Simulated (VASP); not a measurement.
A run of VASP 6.6.1:

The input INCAR:

```
PREC     = Accurate       # precision mode
ENCUT    = 520            # plane-wave cutoff, eV
EDIFF    = 1E-6           # SCF threshold, eV
ISMEAR   = -1             # smearing method
SIGMA    = 0.1            # smearing width, eV
LREAL    = Auto         
LASPH    = T              # aspherical terms in the spheres
NELM     = 150            # most SCF steps
ALGO     = Normal         # electronic algorithm
ISIF     = 2              # what is computed and relaxed
LWAVE    = F              # write WAVECAR
LCHARG   = T              # write CHGCAR
ISPIN    = 2              # spin polarisation
MAGMOM   = 0 0 0 0 0 0 0 0 0 0 0 0 0 0 0 0 1 # initial moments
LORBIT   = 11             # projections on sites
LMAXMIX  = 4              # l up to which the mixer works
LELF     = T              # ELF
LVHAR    = T            
NBANDS   = 38             # bands
```

Contents of KPOINTS:

```
regular mesh
0
Gamma
  3 3 1
```

File POSCAR:

```
Be16Co
1.0
    4.5800000000      0.0000000000      0.0000000000
    2.2900000000      3.9663960000      0.0000000000
    0.0000000000      0.0000000000     17.3826450000
Be Co
16 1
Direct
   -0.1666667000      0.3333333000      0.0575286000
    0.3333333000      0.3333333000      0.0575286000
   -0.1666667000      0.8333333000      0.0575286000
    0.3333333000      0.8333333000      0.0575286000
   -0.0003515078      0.0008322060      0.1597888267
    0.4999623530     -0.0000032786      0.1600563869
   -0.0004286812      0.4995106583      0.1597761187
    0.5007598875      0.4996543454      0.1597992026
   -0.1670525791      0.3333082447      0.2582665946
    0.3353336656      0.3295406416      0.2576934844
   -0.1703114936      0.8352115356      0.2576370812
    0.3353623976      0.8352659998      0.2577608794
   -0.0064553654      0.0132858067      0.3574232814
    0.5005894159      0.0000319540      0.3751725956
   -0.0068697178      0.4929591664      0.3570893405
    0.5127300810      0.4937370137      0.3577061107
    0.1629728013      0.6664893321      0.4424826374
```

Potentials or basis: VASP PAW LDA potentials, release 64 (Be, Co).

Command:

```bash
$ cat potpaw_LDA.64/Be/POTCAR potpaw_LDA.64/Co/POTCAR > POTCAR
$ mpirun -np 1 vasp_std > vasp.out
```

Hardware: 1 thread of Intel(R) Xeon(R) 6975P-C (Granite Rapids), on a shared host.

Task: How long does it take, and how much memory?

Result: It took 4.5 min on 1 thread of Intel(R) Xeon(R) 6975P-C (Granite Rapids), on a shared host, peak memory 0.41 GiB. Counts: scf iterations 36, k points 5.
